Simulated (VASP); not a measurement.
A run of VASP 6.6.1 is set up as follows.

The input INCAR:

```
PREC = Accurate
ENCUT = 520
EDIFF = 1E-6
ISMEAR = 0
SIGMA = 0.1
LREAL = False
LASPH = True
NELM = 80
ALGO = Normal
ISIF = 2
LWAVE = False
LCHARG = False
GGA = PE
NBANDS = 45
```

The input KPOINTS:

```
Automatic mesh
0
Gamma
  3 3 4
```

The input POSCAR:

```
HfZr2S6
1.0
    6.3662879101      0.0000000000      0.0000000000
   -3.1831439551      5.5133670580      0.0000000000
    0.0000000000      0.0000000000      6.5475171900
Zr Hf S
2 1 6
Direct
    0.6666666667      0.3333333333      0.0000000000
    0.3333333333      0.6666666667      0.0000000000
    0.0000000000      0.0000000000      0.0000000000
    0.3310369957      0.3310369957      0.7791506127
    0.0000000000      0.6689630043      0.7791506127
    0.6689630043      0.0000000000      0.7791506127
    0.0000000000      0.3310369957      0.2208493873
    0.6689630043      0.6689630043      0.2208493873
    0.3310369957      0.0000000000      0.2208493873
```

Potentials or basis: VASP PAW PBE potentials, release 64 (Zr_sv, Hf_pv, S).

Run with:

```sh
$ cat potpaw_PBE.64/Zr_sv/POTCAR potpaw_PBE.64/Hf_pv/POTCAR potpaw_PBE.64/S/POTCAR > POTCAR
$ mpirun -np 1 vasp_std > vasp.out
```

Question: What does it give for the band gap on the k mesh?

Answer: 1.24 eV, indirect (least direct gap 1.79 eV).

Question: What does it give for the pressure?

Answer: -0.1 GPa.

Question: What does it give for the largest force?

Answer: 0.038 eV/Å.

Stress tensor (GPa, compression positive):
```
-0.22  0.00  0.00
 0.00 -0.22  0.00
 0.00  0.00  0.01
```

Caveat: spin-orbit coupling is left out, which moves the levels of the heavy elements; this functional lacks dispersion, which binds the layers, so the pressure and a relaxed spacing across them are unreliable. A k mesh can miss the band edges.
